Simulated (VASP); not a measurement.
# BN in VASP: notebook

BN is run at these levels: PBE-based screened hybrid with 25 % exact exchange, PBEsol-based global hybrid with 25 % exact exchange, LDA; tasks: single point.

Program: VASP 6.6.1. These are calculated values, not measurements. Logs are shortened: lines on timing, memory, paths and dates and some standing lists are left out, and cuts for length are marked.

### 1 The cell of the first run

The structure is hexagonal, space group P6_3/mmc (No. 194). Conventional cell: a = 2.498 Å, b = 2.498 Å, c = 6.636 Å, α = 90.00°, β = 90.00°, γ = 120.00°. Within 1.9 Å of N (site symmetry -6m2) lie 3 B at 1.44 Å. Within 1.9 Å of B (site symmetry -6m2) lie 3 N at 1.44 Å.

### 2 Single point, PBE-based screened hybrid with 25 % exact exchange

POSCAR reads:

```
BN
1.0
    2.4982400000      0.0000000000      0.0000000000
   -1.2491200000      2.1635393048      0.0000000000
    0.0000000000      0.0000000000      6.6357000000
N B
2 2
Direct
    0.6666666667      0.3333333333      0.2500000000
    0.3333333333      0.6666666667      0.7500000000
    0.6666666667      0.3333333333      0.7500000000
    0.3333333333      0.6666666667      0.2500000000
```

INCAR.step1 reads:

```
SYSTEM = BN
  PREC = Accurate
  ENCUT = 520
  EDIFF = 1E-5
  ISMEAR = -1
  SIGMA = 0.05
  LREAL = .False.
  LASPH = .True.
  NELM = 100
  ALGO = Normal
  ISIF = 2
  LWAVE = .True.
  LCHARG = .False.
  NBANDS = 16
  GGA = PE
```

INCAR.step2 reads:

```
SYSTEM = BN
  PREC = Accurate
  ENCUT = 520
  EDIFF = 1E-7
  ISMEAR = -1
  SIGMA = 0.05
  LREAL = .False.
  LASPH = .True.
  NELM = 100
  ALGO = Normal
  ISIF = 2
  LWAVE = .False.
  LCHARG = .False.
  GGA = PE
  LHFCALC = .True.
  AEXX = 0.25
  HFSCREEN = 0.3
  PRECFOCK = Normal
  NBANDS = 16
  ISTART = 1
```

KPOINTS reads:

```
Automatic mesh
0
Gamma
  6 6 2
  0 0 0
```

Potentials or basis: VASP PAW PBE potentials, release 64 (N, B).

On the command line:

```console
> cat potpaw_PBE.64/N/POTCAR potpaw_PBE.64/B/POTCAR > POTCAR
> cp INCAR.step1 INCAR
> mpirun -np 1 vasp_std > vasp.out
> cp INCAR.step2 INCAR
> mpirun -np 1 vasp_std > vasp.out
```

OUTCAR:

```text
SYSTEM = BN
   PREC = Accurate
   ENCUT = 520
   EDIFF = 1E-7
   ISMEAR = -1
   LREAL = .False.
   LASPH = .True.
   NELM = 100
   ISIF = 2
   GGA = PE
   LHFCALC = .True.
   AEXX = 0.25
   HFSCREEN = 0.3
   PRECFOCK = Normal
   ISTART = 1

 ion  position               nearest neighbor table
   1  0.667  0.333  0.250-   4 1.44   4 1.44   4 1.44
   2  0.333  0.667  0.750-   3 1.44   3 1.44   3 1.44
   3  0.667  0.333  0.750-   2 1.44   2 1.44   2 1.44
   4  0.333  0.667  0.250-   1 1.44   1 1.44   1 1.44

  LATTYP: Found a hexagonal cell.
 ALAT       =     2.4982400000
 C/A-ratio  =     2.6561499296

  Lattice vectors:

 A1 = (   2.4982400000,   0.0000000000,   0.0000000000)
 A2 = (  -1.2491200000,   2.1635393048,   0.0000000000)
 A3 = (   0.0000000000,   0.0000000000,   6.6357000000)

Analysis of symmetry for initial positions (statically):
=====================================================================
 Subroutine PRICEL returns:
 Original cell was already a primitive cell.

 Routine SETGRP: Setting up the symmetry group for a
 hexagonal supercell.

 Subroutine GETGRP returns: Found 24 space group operations
 (whereof 12 operations were pure point group operations)
 out of a pool of 24 trial point group operations.

The static configuration has the point symmetry D_3d.
 The point group associated with its full space group is D_6h.

Analysis of symmetry for dynamics (positions and initial velocities):
=====================================================================
 Subroutine PRICEL returns:
 Original cell was already a primitive cell.

 Routine SETGRP: Setting up the symmetry group for a
 hexagonal supercell.

 Subroutine GETGRP returns: Found 24 space group operations
 (whereof 12 operations were pure point group operations)
 out of a pool of 24 trial point group operations.

The dynamic configuration has the point symmetry D_3d.
 The point group associated with its full space group is D_6h.

 Subroutine INISYM returns: Found 24 space group operations
 (whereof 12 operations are pure point group operations),
 and found     1 'primitive' translations

----------------------------------------------------------------------------------------

                                     Primitive cell

  volume of cell :      35.8662

  direct lattice vectors                    reciprocal lattice vectors
     2.498240000  0.000000000  0.000000000     0.400281798  0.231102804  0.000000000
    -1.249120000  2.163539305  0.000000000     0.000000000  0.462205608  0.000000000
     0.000000000  0.000000000  6.635700000     0.000000000  0.000000000  0.150700002

  length of vectors
     2.498240000  2.498240000  6.635700000     0.462205608  0.462205608  0.150700002

  position of ions in fractional coordinates (direct lattice)
     0.666666667  0.333333333  0.250000000
     0.333333333  0.666666667  0.750000000
     0.666666667  0.333333333  0.750000000
     0.333333333  0.666666667  0.250000000

  ion indices of the primitive-cell ions
   primitive index   ion index
                 1           1
                 2           2
                 3           3
                 4           4

----------------------------------------------------------------------------------------

 KPOINTS: Automatic mesh

Automatic generation of k-mesh.
 Grid dimensions read from file:
 generate k-points for:    6    6    2

 Generating k-lattice:

  Cartesian coordinates                     Fractional coordinates (reciprocal lattice)
     0.066713633  0.038517134  0.000000000     0.166666667 -0.000000000  0.000000000
     0.000000000  0.077034268  0.000000000     0.000000000  0.166666667  0.000000000
     0.000000000  0.000000000  0.075350001     0.000000000  0.000000000  0.500000000

  Length of vectors
     0.077034268  0.077034268  0.075350001

  Shift w.r.t. Gamma in fractional coordinates (k-lattice)
     0.000000000  0.000000000  0.000000000

 Subroutine IBZKPT returns following result:
 ===========================================

 Found     14 irreducible k-points:

 Following reciprocal coordinates:
            Coordinates               Weight
  0.000000  0.000000  0.000000      1.000000
  0.166667  0.000000  0.000000      6.000000
  0.333333  0.000000  0.000000      6.000000
  0.500000  0.000000  0.000000      3.000000
  0.166667  0.166667  0.000000      6.000000
  0.333333  0.166667  0.000000     12.000000
  0.333333  0.333333  0.000000      2.000000
  0.000000  0.000000  0.500000      1.000000
  0.166667  0.000000  0.500000      6.000000
  0.333333  0.000000  0.500000      6.000000
  0.500000  0.000000  0.500000      3.000000
  0.166667  0.166667  0.500000      6.000000
  0.333333  0.166667  0.500000     12.000000
  0.333333  0.333333  0.500000      2.000000
   k-points           NKPTS =     14   k-points in BZ     NKDIM =     72   number of bands    NBANDS=     16
   number of dos      NEDOS =    301   number of ions     NIONS =      4
   total plane-waves  NPLWV =  20000
   dimension x,y,z NGX =    20 NGY =   20 NGZ =   50
   dimension x,y,z NGXF=    40 NGYF=   40 NGZF=  100
   ions per type =               2   2
   NGX,Y,Z   is equivalent  to a cutoff of  13.31, 13.31, 12.53 a.u.
   NGXF,Y,Z  is equivalent  to a cutoff of  26.62, 26.62, 25.05 a.u.
 SYSTEM =  BN
   PREC   = accura    normal or accurate (medium, high low for compatibility)
   ISTART =      1    job   : 0-new  1-cont  2-samecut
   ICHARG =      0    charge: 1-file 2-atom 10-const
   ISPIN  =      1    spin polarized calculation?
   LNONCOLLINEAR =      F non collinear calculations
   LSORBIT =      F    spin-orbit coupling
   LASPH  =      T    aspherical Exc in radial PAW
   ENCUT  =  520.0 eV  38.22 Ry    6.18 a.u.   4.65  4.65 12.34*2*pi/ulx,y,z
   NELM   =    100;   NELMIN=  2; NELMDL=  0     # of ELM steps
   EDIFF  = 0.1E-06   stopping-criterion for ELM
   LREAL  =      F    real-space projection
   EDIFFG = 0.1E-05   stopping-criterion for IOM
   NSW    =      0    number of steps for IOM
   IBRION =     -1    ionic relax: 0-MD 1-quasi-New 2-CG
   NFREE  =      0    steps in history (QN), initial steepest desc. (CG)
   ISIF   =      2    stress and relaxation
   ISYM   =      3    0-nonsym 1-usesym 2-fastsym
   POTIM  = 0.5000    time-step for ionic-motion
   TEBEG  =    0.0;   TEEND  =   0.0 temperature during run
   PSTRESS=    0.0 pullay stress
   NELECT =      16.0000    total number of electrons
   NUPDOWN=      -1.0000    fix difference up-down
   EMIN   =  10.00;   EMAX   =-10.00  energy-range for DOS
   EFERMI =   0.00;   METHOD = LEGACY
   ISMEAR =    -1;   SIGMA  =   0.05  broadening in eV -4-tet -1-fermi 0-gaus
   EFERMI_NEDOS =   21; number of points for ismear=-14 and -15
   IALGO  =     38    algorithm
   IMIX   =      1    mixing-type and parameters
     AMIX     =   0.40;   BMIX     =  1.00
     AMIX_MAG =   1.60;   BMIX_MAG =  1.00
  volume/ion in A,a.u.               =       8.97        60.51
  Fermi-wavevector in a.u.,A,eV,Ry     =   1.250891  2.363842 21.289433  1.564729
  Thomas-Fermi vector in A             =   2.384864
   LORBIT       =      0    0 simple, 1 ext, 2 COOP (PROOUT), +10 PAW based schemes
   GGA     = PE    functional components
   LHFCALC =     T    Hartree Fock is set to
   PRECFOCK=normal    Normal, Fast or Accurate (Low or Medium for compatibility)
   ENCUT4O =  -1.0   cutoff for four orbital integrals eV
   NKREDX  =     1    reduce k-point grid by
   NKREDY  =     1    reduce k-point grid by
   NKREDZ  =     1    reduce k-point grid by
   AEXX    =    0.2500 exact exchange contribution
   HFSCREEN=    0.3000 screening length (either q_TF or 0.3 A-1)
   HFSCREENC=   0.3000 screening length for correlation (either q_TF or 0.3 A-1)
   ENCUTFOCK=  -1.0 apply spherical cutoff to Coloumb kernel
   IVDW    =     0    specifies the selected vdW correction
   LEPSILON=     F    determine dielectric tensor
   LRPA    =     F    only Hartree local field effects (RPA)
 non-spin polarized calculation
  energy-cutoff  :      520.00
  volume of cell :       35.87
 maximum number of plane-waves:       985
 NGX is ok and might be reduce to    20
  NGX = 14; NGY = 14; NGZ = 40

 number of electron      15.9999997 magnetization

 Free energy of the ion-electron system (eV)
  ---------------------------------------------------
  ext. energy  EPLUGINS =         0.00000000
  ---------------------------------------------------
  free energy    TOTEN  =       -40.01758737 eV

  energy without entropy =      -40.01758737  energy(sigma->0) =      -40.01758737

 E-fermi :   2.7392     XC(G=0):  -8.4814

 val. band max:        1.6268256469   @ k =   0.3333   0.3333   0.5000
 cond. band min:       6.9817078953   @ k =   0.5000   0.0000   0.0000
 fundamental gap:      5.3548822484
 Fermi energy:         2.7391657955

 k-point     1 :       0.0000    0.0000    0.0000
  band No.  band energies     occupation
      1     -17.9483      2.00000
      2     -17.6387      2.00000
      3      -5.1251      2.00000
      4      -2.8587      2.00000
      5       0.0757      2.00000
      6       0.0757      2.00000
[... 8 lines left out ...]
     15      15.5387      0.00000
     16      16.6807      0.00000

 k-point     2 :       0.1667    0.0000    0.0000
  band No.  band energies     occupation
      1     -17.3636      2.00000
      2     -17.0737      2.00000
      3      -4.3065      2.00000
      4      -2.1248      2.00000
      5      -2.0600      2.00000
      6      -2.0137      2.00000
[... 8 lines left out ...]
     15      17.2084      0.00000
     16      17.2250      0.00000

 k-point     3 :       0.3333    0.0000    0.0000
  band No.  band energies     occupation
      1     -15.7868      2.00000
      2     -15.5649      2.00000
      3      -5.9738      2.00000
      4      -5.8861      2.00000
      5      -2.3663      2.00000
      6      -2.3001      2.00000
[... 8 lines left out ...]
     15      18.9995      0.00000
     16      22.2464      0.00000

 k-point     4 :       0.5000    0.0000    0.0000
  band No.  band energies     occupation
      1     -14.4748      2.00000
      2     -14.3973      2.00000
      3      -8.1615      2.00000
      4      -8.0932      2.00000
      5      -2.9725      2.00000
      6      -2.9024      2.00000
[... 8 lines left out ...]
     15      18.3754      0.00000
     16      21.9112      0.00000

 k-point     5 :       0.1667    0.1667    0.0000
  band No.  band energies     occupation
      1     -16.2691      2.00000
      2     -16.0211      2.00000
      3      -4.4590      2.00000
      4      -4.4392      2.00000
      5      -2.7415      2.00000
      6      -2.7191      2.00000
[... 8 lines left out ...]
     15      17.7813      0.00000
     16      18.4163      0.00000

 k-point     6 :       0.3333    0.1667    0.0000
  band No.  band energies     occupation
      1     -14.6037      2.00000
      2     -14.4676      2.00000
      3      -7.2596      2.00000
      4      -7.1813      2.00000
      5      -4.2513      2.00000
      6      -4.1725      2.00000
[... 8 lines left out ...]
     15      18.0349      0.00000
     16      21.6699      0.00000
[... 77 lines left out ...]
 k-point    11 :       0.5000    0.0000    0.5000
  band No.  band energies     occupation
      1     -14.4357      2.00000
      2     -14.4357      2.00000
      3      -8.1340      2.00000
      4      -8.1340      2.00000
      5      -2.9376      2.00000
      6      -2.9376      2.00000
[... 8 lines left out ...]
     15      19.6837      0.00000
     16      19.6837      0.00000

 k-point    12 :       0.1667    0.1667    0.5000
  band No.  band energies     occupation
      1     -16.1482      2.00000
      2     -16.1482      2.00000
      3      -4.4587      2.00000
      4      -4.4587      2.00000
      5      -2.6977      2.00000
      6      -2.6977      2.00000
[... 8 lines left out ...]
     15      18.2489      0.00000
     16      18.2489      0.00000

 k-point    13 :       0.3333    0.1667    0.5000
  band No.  band energies     occupation
      1     -14.5363      2.00000
      2     -14.5363      2.00000
      3      -7.2254      2.00000
      4      -7.2254      2.00000
      5      -4.2149      2.00000
      6      -4.2149      2.00000
[... 8 lines left out ...]
     15      19.2777      0.00000
     16      19.2777      0.00000

 k-point    14 :       0.3333    0.3333    0.5000
  band No.  band energies     occupation
      1     -13.8088      2.00000
      2     -13.8088      2.00000
      3      -6.9975      2.00000
      4      -6.9975      2.00000
      5      -6.2890      2.00000
      6      -6.2890      2.00000
[... 8 lines left out ...]
     15      20.7942      0.00000
     16      20.7942      0.00000

------------------------ aborting loop because EDIFF is reached ----------------------------------------

  FORCE on cell =-STRESS in cart. coord.  units (eV):
  Direction    XX          YY          ZZ          XY          YZ          ZX
  --------------------------------------------------------------------------------------
  -------------------------------------------------------------------------------------
  Total       -0.1317676     -0.1317676      0.5269499      0.0000000      0.0000000      0.0000000
  in kB       -5.8861800     -5.8861800     23.5393359      0.0000000      0.0000000      0.0000000
  external PRESSURE =       3.9223253 kB  Pullay stress =       0.0000000 kB

 VOLUME and BASIS-vectors are now :
 -----------------------------------------------------------------------------
  energy-cutoff  :      520.00
  volume of cell :       35.87
      direct lattice vectors                 reciprocal lattice vectors
     2.498240000  0.000000000  0.000000000     0.400281798  0.231102804  0.000000000
    -1.249120000  2.163539305  0.000000000     0.000000000  0.462205608  0.000000000
     0.000000000  0.000000000  6.635700000     0.000000000  0.000000000  0.150700002

 POSITION                                       TOTAL-FORCE (eV/Angst)
 -----------------------------------------------------------------------------------
      1.24912      0.72118      1.65892         0.000000     -0.000000      0.000000
     -0.00000      1.44236      4.97677        -0.000000      0.000000      0.000000
      1.24912      0.72118      4.97677         0.000000      0.000000     -0.000000
     -0.00000      1.44236      1.65892        -0.000000     -0.000000     -0.000000
 -----------------------------------------------------------------------------------
    total drift:                                0.000000     -0.000000      0.000000

  FREE ENERGIE OF THE ION-ELECTRON SYSTEM (eV)
  ---------------------------------------------------
  free  energy   TOTEN  =       -40.0175873705 eV

  energy  without entropy=      -40.0175873704  energy(sigma->0) =      -40.01758737
```

It took 3.6 min on 1 thread of AMD EPYC 9R45 (Zen 5), shared host; peak memory 0.22 GiB.

Results:

```yaml
Free_energy: -40.0176 eV
Pressure: 0.4 GPa
Band_gap_on_the_k_mesh: 5.35 eV (least direct gap 5.82 eV)
```

Levels at points of the mesh, in eV from the valence-band top:
```tsv
k point	band 6	band 7	band 8	band 9	band 10	band 11
(0.00, 0.00, 0.00)	-1.55	-1.51	-1.51	6.20	11.80	13.09
(0.50, 0.00, 0.00)	-4.53	-1.53	-0.47	5.35	6.85	10.86
(0.00, 0.00, 0.50)	-1.53	-1.53	-1.53	8.75	8.75	13.16
(0.50, 0.00, 0.50)	-4.56	-0.98	-0.98	5.84	5.84	11.30
```

Caveat: the k points lie up to 0.48 Å⁻¹ apart; the PAW data sets were made with another functional, which shifts forces and pressure a little.

[end of part 1 of 3]
